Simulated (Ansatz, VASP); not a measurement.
**Hf: VASP beside Ansatz**

File INCAR:

```
SYSTEM = Hf
ALGO     = Normal         ! electronic algorithm
EDIFF    = 1E-6           ! SCF threshold, eV
ENCUT    = 500            ! plane-wave cutoff, eV
GGA      = PS             ! functional
GGA_COMPAT= .False.      
ISIF     = 2              ! what is computed and relaxed
ISMEAR   = 0              ! smearing method
IVDW     = 12             ! dispersion correction
LASPH    = .True.         ! aspherical terms in the spheres
LCHARG   = .False.        ! write CHGCAR
LREAL    = .False.        ! projectors in reciprocal space
LWAVE    = .False.        ! write WAVECAR
NBANDS   = 11             ! bands
NELM     = 120            ! most SCF steps
PREC     = Accurate       ! precision mode
SIGMA    = 0.1            ! smearing width, eV
```

The input KPOINTS:

```
k-points
0
Gamma
  8 8 8
  0 0 0
```

File POSCAR:

```
Hf
1.0
   -1.8050000000      1.8050000000      1.8050000000
    1.8050000000     -1.8050000000      1.8050000000
    1.8050000000      1.8050000000     -1.8050000000
Hf
1
Direct
    0.0000000000      0.0000000000      0.0000000000
```

Input for Ansatz:

```yaml
crystal:
  lattice:
    - [-1.805, 1.805, 1.805]
    - [1.805, -1.805, 1.805]
    - [1.805, 1.805, -1.805]
  atoms:
    - { symbol: Hf, position: [0.0, 0.0, 0.0] }
basis:
  ecutwfc: 420
kpoints:
  mp_grid: { grid: [8, 8, 8] }
hamiltonian:
  xc: pbesol
  dispersion: d3bj
  pseudopotentials: { kind: paw }
scf:
  occupations: { method: gaussian, width: 0.1 }
output:
  forces: true
  stress: true
  eigenvalues: true
```

Alike in both runs: task single point; functional PBEsol; dispersion D3(BJ); k mesh 8 × 8 × 8; occupations gaussian, width 0.1 eV; no spin polarisation.

```csv
,VASP,Ansatz
version,VASP 6.6.1,Ansatz 0.2.0
potentials or method,"VASP PAW PBE potentials, release 64 (Hf_pv), cutoff 500 eV","scalar-relativistic, plane waves, PAW"
valence electrons in the cell,10,26
```

|  | VASP | Ansatz | Ansatz less VASP |
| --- | --- | --- | --- |
| gap on the k mesh at the Fermi level (eV) | none | none | - |
| pressure (GPa) | -13.0 | -12.7 | +0.32 |

VASP's potentials were made for PBE, not for PBEsol. A gap of «none» marks a metal or a gap that the smearing closes. VASP's potentials hold 10 valence electrons a cell and Ansatz's 26, so a difference there can come from the potentials and not from the codes.

Spin-orbit coupling is off throughout.
